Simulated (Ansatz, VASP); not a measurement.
## ScF3 in VASP and in Ansatz

File INCAR:

```
  ALGO = Normal
  EDIFF = 1E-7
  ENCUT = 520
  ISIF = 2
  ISMEAR = 0
  LASPH = T
  LCHARG = F
  LREAL = F
  LWAVE = F
  NBANDS = 24
  NELM = 60
  PREC = Accurate
  SIGMA = 0.05
```

The input KPOINTS:

```
k-points
0
Gamma
  6 6 6
```

File POSCAR:

```
ScF3
1.0
    4.5040495781      0.0000000000      0.0000000000
    0.0000000000      4.5040495781      0.0000000000
    0.0000000000      0.0000000000      3.1843630517
Sc F
1 3
Direct
    0.0000000000      0.0000000000      0.0000000000
    0.5000000000      0.0000000000      0.0000000000
    0.0000000000      0.5000000000      0.0000000000
    0.0000000000      0.0000000000      0.5000000000
```

Input for Ansatz:

```yaml
crystal:
  lattice:
    - [4.5040495781, 0.0, 0.0]
    - [0.0, 4.5040495781, 0.0]
    - [0.0, 0.0, 3.1843630517]
  atoms:
    - { symbol: Sc, position: [0.0, 0.0, 0.0] }
    - { symbol: F, position: [0.5, 0.0, 0.0] }
    - { symbol: F, position: [0.0, 0.5, 0.0] }
    - { symbol: F, position: [0.0, 0.0, 0.5] }
basis:
  ecutwfc: 420
kpoints:
  mp_grid: { grid: [6, 6, 6] }
hamiltonian:
  xc: lda
scf:
  occupations: { method: gaussian, width: 0.05 }
output:
  forces: true
  stress: true
  eigenvalues: true
```

Alike in both runs: task single point; functional LDA; k mesh 6 × 6 × 6; occupations gaussian, width 0.05 eV; no spin polarisation.

|  | VASP | Ansatz |
| --- | --- | --- |
| version | VASP 6.6.1 | Ansatz 0.2.0 |
| potentials or method | VASP PAW LDA potentials, release 64 (Sc_sv, F), cutoff 520 eV | scalar-relativistic, plane waves, PAW |
| valence electrons in the cell | 32 | 32 |

```csv
,VASP,Ansatz,Ansatz less VASP
gap on the k mesh at the Fermi level (eV),4.92,4.92,+0.002
least direct gap on the mesh (eV),4.99,5.00,+0.004
```

LDA's correlation is that of Perdew and Zunger in VASP and of Perdew and Wang (1992) in Ansatz.
